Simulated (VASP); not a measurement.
# BaTiO3 (P1) in VASP: notebook

Runs on BaTiO3. Level: PBEsol+D4. Tasks: single point.

All numbers are computed with VASP 6.6.1; they aren't measurements. Logs are shortened: lines on timing, memory, paths and dates and some standing lists are left out, and cuts for length are marked.

## 1. The cell of the first run

The typed cell holds 5 atoms: a = 4.036 Å, b = 3.899 Å, c = 4.082 Å, α = 89.92°, β = 88.05°, γ = 90.16°.

## 2. Single point, PBEsol+D4

Input file INCAR:

```
ALGO = Normal
EDIFF = 1E-7
ENCUT = 520
GGA = PS
ISIF = 2
ISMEAR = 0
IVDW = 13
LASPH = True
LCHARG = False
LREAL = False
LWAVE = False
NBANDS = 28
NELM = 80
PREC = Accurate
SIGMA = 0.01
```

Input file KPOINTS:

```
k-points
0
Gamma
  4 4 4
```

Input file POSCAR:

```
BaTiO3
1.0
    2.8574700000      1.5884900000      2.3664400000
   -2.7608700000      1.5870200000      2.2496700000
    0.0470200000     -3.3027700000      2.3976500000
Ba Ti O
1 1 3
Direct
    0.9816000000      0.0107500000      0.9878300000
    0.4844709044      0.4879899969      0.5089077213
    0.5041000000      0.4895800000      0.0208700000
    0.0283200000      0.5017200000      0.5090800000
    0.5217800000      0.0261100000      0.4997500000
```

Potentials or basis: VASP PAW PBE potentials, release 64 (Ba_sv, Ti_sv, O).

On the command line:

```bash
> cat potpaw_PBE.64/Ba_sv/POTCAR potpaw_PBE.64/Ti_sv/POTCAR potpaw_PBE.64/O/POTCAR > POTCAR
> mpirun -np 1 vasp_std > vasp.out
```

OUTCAR:

```text
EDIFF = 1E-7
   ENCUT = 520
   GGA = PS
   ISIF = 2
   ISMEAR = 0
   IVDW = 13
   LASPH = True
   LREAL = False
   NELM = 80
   PREC = Accurate

 ion  position               nearest neighbor table
   1  0.982  0.011  0.988-   3 2.69   4 2.74   5 2.75   5 2.77   4 2.79   3 2.80   3 2.82   4 2.87
                             5 2.90   4 2.92   3 2.94   5 3.07   2 3.33   2 3.40   2 3.43   2 3.44
   2  0.484  0.488  0.509-   5 1.81   4 1.84   3 1.99   3 2.09   5 2.10   4 2.20   1 3.33   1 3.40
                             1 3.43   1 3.44   1 3.50   1 3.52   1 3.52   1 3.62
   3  0.504  0.490  0.021-   2 1.99   2 2.09   1 2.69   1 2.80   1 2.82   1 2.94
   4  0.028  0.502  0.509-   2 1.84   2 2.20   1 2.74   1 2.79   1 2.87   1 2.92
   5  0.522  0.026  0.500-   2 1.81   2 2.10   1 2.75   1 2.77   1 2.90   1 3.07

  LATTYP: Found a triclinic cell.
 ALAT       =     7.0163844785
 B/A-ratio  =     1.3153365365
 C/A-ratio  =     0.5556965619
 COS(alpha) =     0.0000182729
 COS(beta)  =     0.5548965545
 COS(gamma) =     0.7921277550

  Lattice vectors:

 A1 = (  -0.1436200000,   0.1272600000,  -7.0137600000)
 A2 = (  -2.9515100000,   5.0170500000,  -7.1617400000)
 A3 = (   2.7608700000,  -1.5870200000,  -2.2496700000)

Analysis of symmetry for initial positions (statically):
=====================================================================
 Subroutine PRICEL returns:
 Original cell was already a primitive cell.

 Routine SETGRP: Setting up the symmetry group for a
 triclinic supercell.

 Subroutine GETGRP returns: Found  1 space group operations
 (whereof  1 operations were pure point group operations)
 out of a pool of  2 trial point group operations.

The static configuration has the point symmetry C_1 .

Analysis of symmetry for dynamics (positions and initial velocities):
=====================================================================
 Subroutine PRICEL returns:
 Original cell was already a primitive cell.

 Routine SETGRP: Setting up the symmetry group for a
 triclinic supercell.

 Subroutine GETGRP returns: Found  1 space group operations
 (whereof  1 operations were pure point group operations)
 out of a pool of  2 trial point group operations.

The dynamic configuration has the point symmetry C_1 .

 Subroutine INISYM returns: Found  1 space group operations
 (whereof  1 operations are pure point group operations),
 and found     1 'primitive' translations

----------------------------------------------------------------------------------------

                                     Primitive cell

  volume of cell :      64.1895

  direct lattice vectors                    reciprocal lattice vectors
     2.857470000  1.588490000  2.366440000     0.175032806  0.104773892  0.140893802
    -2.760870000  1.587020000  2.249670000    -0.181095935  0.105000775  0.148190328
     0.047020000 -3.302770000  2.397650000    -0.002835502 -0.201930316  0.138971049

  length of vectors
     4.035898110  3.898980732  4.081571520     0.247921590  0.256478603  0.245146579

  position of ions in fractional coordinates (direct lattice)
     0.981600000  0.010750000  0.987830000
     0.484470904  0.487989997  0.508907721
     0.504100000  0.489580000  0.020870000
     0.028320000  0.501720000  0.509080000
     0.521780000  0.026110000  0.499750000

  ion indices of the primitive-cell ions
   primitive index   ion index
                 1           1
                 2           2
                 3           3
                 4           4
                 5           5

----------------------------------------------------------------------------------------

 KPOINTS: k-points

Automatic generation of k-mesh.
 Grid dimensions read from file:
 generate k-points for:    4    4    4

 Generating k-lattice:

  Cartesian coordinates                     Fractional coordinates (reciprocal lattice)
     0.043758201  0.026193473  0.035223451     0.250000000  0.000000000 -0.000000000
    -0.045273984  0.026250194  0.037047582     0.000000000  0.250000000  0.000000000
    -0.000708875 -0.050482579  0.034742762     0.000000000  0.000000000  0.250000000

  Length of vectors
     0.061980398  0.064119651  0.061286645

  Shift w.r.t. Gamma in fractional coordinates (k-lattice)
     0.000000000  0.000000000  0.000000000

 Subroutine IBZKPT returns following result:
 ===========================================

 Found     36 irreducible k-points:

 Following reciprocal coordinates:
            Coordinates               Weight
  0.000000  0.000000  0.000000      1.000000
  0.250000  0.000000 -0.000000      2.000000
  0.500000  0.000000 -0.000000      1.000000
  0.000000  0.250000 -0.000000      2.000000
  0.250000  0.250000 -0.000000      2.000000
  0.500000  0.250000  0.000000      2.000000
[... 16 lines left out ...]
 -0.000000 -0.250000  0.250000      2.000000
  0.250000 -0.250000  0.250000      2.000000
 [... further k-points ...]
   k-points           NKPTS =     36   k-points in BZ     NKDIM =     36   number of bands    NBANDS=     28
   number of dos      NEDOS =    301   number of ions     NIONS =      5
   total plane-waves  NPLWV =  27000
   dimension x,y,z NGX =    30 NGY =   30 NGZ =   30
   dimension x,y,z NGXF=    60 NGYF=   60 NGZF=   60
   ions per type =               1   1   3
   NGX,Y,Z   is equivalent  to a cutoff of  12.36, 12.79, 12.22 a.u.
   NGXF,Y,Z  is equivalent  to a cutoff of  24.72, 25.58, 24.44 a.u.
 SYSTEM =  unknown system
   PREC   = accura    normal or accurate (medium, high low for compatibility)
   ISTART =      0    job   : 0-new  1-cont  2-samecut
   ICHARG =      2    charge: 1-file 2-atom 10-const
   ISPIN  =      1    spin polarized calculation?
   LNONCOLLINEAR =      F non collinear calculations
   LSORBIT =      F    spin-orbit coupling
   LASPH  =      T    aspherical Exc in radial PAW
   ENCUT  =  520.0 eV  38.22 Ry    6.18 a.u.   7.50  7.25  7.59*2*pi/ulx,y,z
   NELM   =     80;   NELMIN=  2; NELMDL= -5     # of ELM steps
   EDIFF  = 0.1E-06   stopping-criterion for ELM
   LREAL  =      F    real-space projection
   EDIFFG = 0.1E-05   stopping-criterion for IOM
   NSW    =      0    number of steps for IOM
   IBRION =     -1    ionic relax: 0-MD 1-quasi-New 2-CG
   NFREE  =      0    steps in history (QN), initial steepest desc. (CG)
   ISIF   =      2    stress and relaxation
   ISYM   =      2    0-nonsym 1-usesym 2-fastsym
   POTIM  = 0.5000    time-step for ionic-motion
   TEBEG  =    0.0;   TEEND  =   0.0 temperature during run
   PSTRESS=    0.0 pullay stress
   NELECT =      40.0000    total number of electrons
   NUPDOWN=      -1.0000    fix difference up-down
   EMIN   =  10.00;   EMAX   =-10.00  energy-range for DOS
   EFERMI =   0.00;   METHOD = LEGACY
   ISMEAR =     0;   SIGMA  =   0.01  broadening in eV -4-tet -1-fermi 0-gaus
   EFERMI_NEDOS =   21; number of points for ismear=-14 and -15
   IALGO  =     38    algorithm
   IMIX   =      4    mixing-type and parameters
     AMIX     =   0.40;   BMIX     =  1.00
     AMIX_MAG =   1.60;   BMIX_MAG =  1.00
  volume/ion in A,a.u.               =      12.84        86.63
  Fermi-wavevector in a.u.,A,eV,Ry     =   1.398321  2.642444 26.603499  1.955302
  Thomas-Fermi vector in A             =   2.521491
   LORBIT       =      0    0 simple, 1 ext, 2 COOP (PROOUT), +10 PAW based schemes
   GGA     = PS    functional components
   LHFCALC =     F    Hartree Fock is set to
   AEXX    =    0.0000 exact exchange contribution
   IVDW    =    13    specifies the selected vdW correction
   LEPSILON=     F    determine dielectric tensor
   LRPA    =     F    only Hartree local field effects (RPA)
 non-spin polarized calculation
 Gauss-broadening in eV      SIGMA  =   0.01
  energy-cutoff  :      520.00
  volume of cell :       64.19
 maximum number of plane-waves:      1744
   NGX = 15   NGY = 15   NGZ = 15

 number of electron      39.9999996 magnetization

 Free energy of the ion-electron system (eV)
  ---------------------------------------------------
  ext. energy  EPLUGINS =         0.00000000
  ---------------------------------------------------
  free energy    TOTEN  =       -41.78661054 eV

  energy without entropy =      -41.78661054  energy(sigma->0) =      -41.78661054

 E-fermi :   3.7986     XC(G=0): -11.4844

 val. band max:        3.7201204177   @ k =   0.5000   0.5000   0.5000
 cond. band min:       5.7501825108   @ k =   0.0000   0.0000   0.0000
 fundamental gap:      2.0300620931
 Fermi energy:         3.7986125766

 k-point     1 :       0.0000    0.0000    0.0000
  band No.  band energies     occupation
      1     -52.4073      2.00000
      2     -28.8278      2.00000
      3     -28.8025      2.00000
      4     -28.7254      2.00000
      5     -21.1150      2.00000
      6     -13.1936      2.00000
[... 20 lines left out ...]
     27       8.8788      0.00000
     28      10.7680      0.00000

 k-point     2 :       0.2500    0.0000   -0.0000
  band No.  band energies     occupation
      1     -52.4068      2.00000
      2     -28.8307      2.00000
      3     -28.8235      2.00000
      4     -28.7249      2.00000
      5     -21.0574      2.00000
      6     -13.2683      2.00000
[... 20 lines left out ...]
     27       9.9025      0.00000
     28      12.0658      0.00000

 k-point     3 :       0.5000    0.0000   -0.0000
  band No.  band energies     occupation
      1     -52.4063      2.00000
      2     -28.8532      2.00000
      3     -28.8249      2.00000
      4     -28.7242      2.00000
      5     -20.9983      2.00000
      6     -13.4112      2.00000
[... 20 lines left out ...]
     27      11.1643      0.00000
     28      11.8729      0.00000

 k-point     4 :       0.0000    0.2500   -0.0000
  band No.  band energies     occupation
      1     -52.4064      2.00000
      2     -28.8653      2.00000
      3     -28.8011      2.00000
      4     -28.7239      2.00000
      5     -21.0427      2.00000
      6     -13.1400      2.00000
[... 578 lines left out ...]
     27      11.7735      0.00000
     28      12.0508      0.00000

 k-point    23 :      -0.0000   -0.2500    0.2500
  band No.  band energies     occupation
      1     -52.4061      2.00000
      2     -28.8641      2.00000
      3     -28.8008      2.00000
      4     -28.7448      2.00000
      5     -20.9994      2.00000
      6     -13.1271      2.00000
[... 20 lines left out ...]
     27      10.8156      0.00000
     28      12.1142      0.00000

 k-point    24 :       0.2500   -0.2500    0.2500
  band No.  band energies     occupation
      1     -52.4056      2.00000
      2     -28.8631      2.00000
      3     -28.8243      2.00000
      4     -28.7444      2.00000
      5     -20.9605      2.00000
      6     -12.9594      2.00000
[... 20 lines left out ...]
     27      11.1562      0.00000
     28      11.7706      0.00000

 [... further k-points ...]

------------------------ aborting loop because EDIFF is reached ----------------------------------------

  DFT-D4 for vdW energy calculation

  Edisp (eV):   -0.62392

  FORCE on cell =-STRESS in cart. coord.  units (eV):
  Direction    XX          YY          ZZ          XY          YZ          ZX
  --------------------------------------------------------------------------------------
  -------------------------------------------------------------------------------------
  Total       1.44594     0.32922    -1.00848     0.02919     1.95462    -1.41873
  in kB      36.09077     8.21735   -25.17174     0.72869    48.78766   -35.41163
  external pressure =        6.38 kB  Pullay stress =        0.00 kB

 VOLUME and BASIS-vectors are now :
 -----------------------------------------------------------------------------
  energy-cutoff  :      520.00
  volume of cell :       64.19
      direct lattice vectors                 reciprocal lattice vectors
     2.857470000  1.588490000  2.366440000     0.175032806  0.104773892  0.140893802
    -2.760870000  1.587020000  2.249670000    -0.181095935  0.105000775  0.148190328
     0.047020000 -3.302770000  2.397650000    -0.002835502 -0.201930316  0.138971049

 POSITION                                       TOTAL-FORCE (eV/Angst)
 -----------------------------------------------------------------------------------
      2.82166     -1.68625      4.71555         0.497204     -0.408825      0.309075
      0.06101     -0.13678      3.46447        -0.546292      0.576819     -0.215155
      0.08977      1.50880      2.34435        -0.351879      0.785805      0.176417
     -1.28032     -0.84015      2.41632        -0.519364     -0.139480      0.154631
      1.44238     -0.78028      2.49173         0.920331     -0.814319     -0.424968
 -----------------------------------------------------------------------------------
    total drift:                                0.000289     -0.000362      0.000657

  FREE ENERGIE OF THE ION-ELECTRON SYSTEM (eV)
  ---------------------------------------------------
  free  energy   TOTEN  =       -42.4105272098 eV

  energy  without entropy=      -42.4105272098  energy(sigma->0) =      -42.41052721
```

Wall time 1.9 min (1 thread of Intel Xeon 8259CL, shared host); peak memory 0.21 GiB.

Results:

```yaml
Free_energy: -42.4105 eV
Pressure: 0.6 GPa
Largest_force: 1.300 eV/Å
Band_gap_on_the_k_mesh: 2.03 eV (least direct gap 2.33 eV)
Dispersion_energy_per_atom: -0.125 eV
```

Forces on the atoms (eV/Å):
```
Ba   0.497 -0.409  0.309
Ti  -0.546  0.577 -0.215
O   -0.352  0.786  0.176
O   -0.519 -0.139  0.155
O    0.920 -0.814 -0.425
```

Stress tensor (GPa, compression positive):
```
 3.61  0.07 -3.54
 0.07  0.82  4.88
-3.54  4.88 -2.52
```

Levels at points of the mesh, in eV from the valence-band top:
| k point | band 16 | band 17 | band 18 | band 19 | band 20 | band 21 | band 22 | band 23 | band 24 | band 25 |
| --- | --- | --- | --- | --- | --- | --- | --- | --- | --- | --- |
| (0.00, 0.00, 0.00) | -1.38 | -1.22 | -0.57 | -0.43 | -0.30 | 2.03 | 2.16 | 2.54 | 4.15 | 4.62 |
| (0.50, 0.00, 0.00) | -2.02 | -1.84 | -1.74 | -0.78 | -0.74 | 2.16 | 3.69 | 3.80 | 4.29 | 6.26 |
| (0.00, 0.50, 0.00) | -2.22 | -2.07 | -1.75 | -1.05 | -0.80 | 2.21 | 3.85 | 3.96 | 4.20 | 6.15 |
| (0.50, 0.50, 0.00) | -2.93 | -1.68 | -0.68 | -0.65 | -0.20 | 3.69 | 3.93 | 4.20 | 4.81 | 7.77 |
| (0.00, 0.00, 0.50) | -2.28 | -1.46 | -1.32 | -1.24 | -1.06 | 2.60 | 3.49 | 3.53 | 4.55 | 6.03 |
| (0.50, 0.00, 0.50) | -2.57 | -1.73 | -1.23 | -1.15 | -0.21 | 3.57 | 3.85 | 3.99 | 5.32 | 7.47 |
| (0.00, 0.50, 0.50) | -2.74 | -1.77 | -0.97 | -0.90 | -0.13 | 3.57 | 3.98 | 4.19 | 4.82 | 7.66 |
| (0.50, 0.50, 0.50) | -2.53 | -2.27 | -0.16 | -0.12 | 0.00 | 4.24 | 4.40 | 4.50 | 6.39 | 6.55 |

Caveat: the PAW data sets were made with another functional, which shifts forces and pressure a little; spin-orbit coupling is left out, which moves the levels of the heavy elements. A k mesh can miss the band edges.

[end of part 1 of 2]
